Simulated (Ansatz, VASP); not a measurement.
Two plane-wave programs on TaN

```
CELL_PARAMETERS angstrom
3.17105 0.00000 0.00000
-1.58552 2.74621 0.00000
0.00000 0.00000 3.11539
ATOMIC_POSITIONS crystal
Ta 0.33333 0.66667 0.50000
N 0.00000 0.00000 0.00000
```

Change from the starting cell: strain +0.080 along x and y, +0.080 along z, atoms carried along.

Alike in both runs: task single point; functional r2SCAN; k mesh 24 × 24 × 20; occupations gaussian, width 0.15 eV; no spin polarisation.

```csv
,VASP,Ansatz
version,VASP 6.6.1,Ansatz 0.2.0
potentials or method,"VASP PAW PBE potentials, release 64 (Ta_pv, N), cutoff 520 eV","scalar-relativistic, plane waves, PAW"
valence electrons in the cell,16,18
```

|  | VASP | Ansatz | Ansatz less VASP |
| --- | --- | --- | --- |
| gap on the k mesh at the Fermi level (eV) | none | none | - |
| pressure (GPa) | -49.8 | -50.3 | -0.59 |
| traceless stress, the component that is largest in VASP (GPa) | -3.61 | -3.68 | -0.068 |

VASP's potentials were made for PBE, not for r2SCAN. A gap of «none» marks a metal or a gap that the smearing closes. Both programs put the cell under strong tension, so it lies far from rest at this level. VASP's potentials hold 16 valence electrons a cell and Ansatz's 18, so a difference there can come from the potentials and not from the codes.

Neither program's run includes spin-orbit coupling. Noted on VASP's run: the cell as given lies far from equilibrium.
